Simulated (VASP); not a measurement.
Runs of VASP 6.6.1 on Cd3HgS4. The structure is that of space group I-42m (No. 121), or close to it. The cells are those of the table. 

```csv
level,cell,gap on the mesh (eV),pressure (GPa)
PBE,"a = 7.215 Å, angles 131.8, 131.8, 70.5°, 8 atoms",(a),1.8
r2SCAN,"a = 7.215 Å, angles 131.8, 131.8, 70.5°, 8 atoms",(b),0.3
PBE,"a = 7.205 Å, angles 131.8, 131.8, 70.5°, 8 atoms",0.69,2.1
PBE,"a = 7.350 Å, angles 131.8, 131.8, 70.5°, 8 atoms",0.57,-1.2
r2SCAN,"a = 7.286 Å, angles 131.8, 131.8, 70.5°, 8 atoms",1.00,-1.4
PBE,"a = 7.278 Å, angles 131.8, 131.8, 70.5°, 8 atoms",(c),0.3
r2SCAN,"a = 7.356 Å, angles 131.8, 131.8, 70.5°, 8 atoms",0.94,-2.9
r2SCAN,"a = 7.142 Å, angles 131.8, 131.8, 70.5°, 8 atoms",1.13,2.3
```

Alike in all rows: task single point; potentials or basis VASP PAW PBE potentials, release 64 (Cd, S, Hg); no spin polarisation; k mesh 6 × 6 × 6; cutoff (eV) 520; smearing gaussian 0.01 eV.

Problem. Fill in the values left out.

Solution. (a) 0.68; (b) 1.07; (c) 0.63.

Caveats: spin-orbit coupling is left out, which moves the levels of the heavy elements; the PAW data sets were made with another functional, which shifts forces and pressure a little (at least some runs).

A k mesh can miss the band edges, and the runs leave out spin-orbit coupling on Cd, Hg.
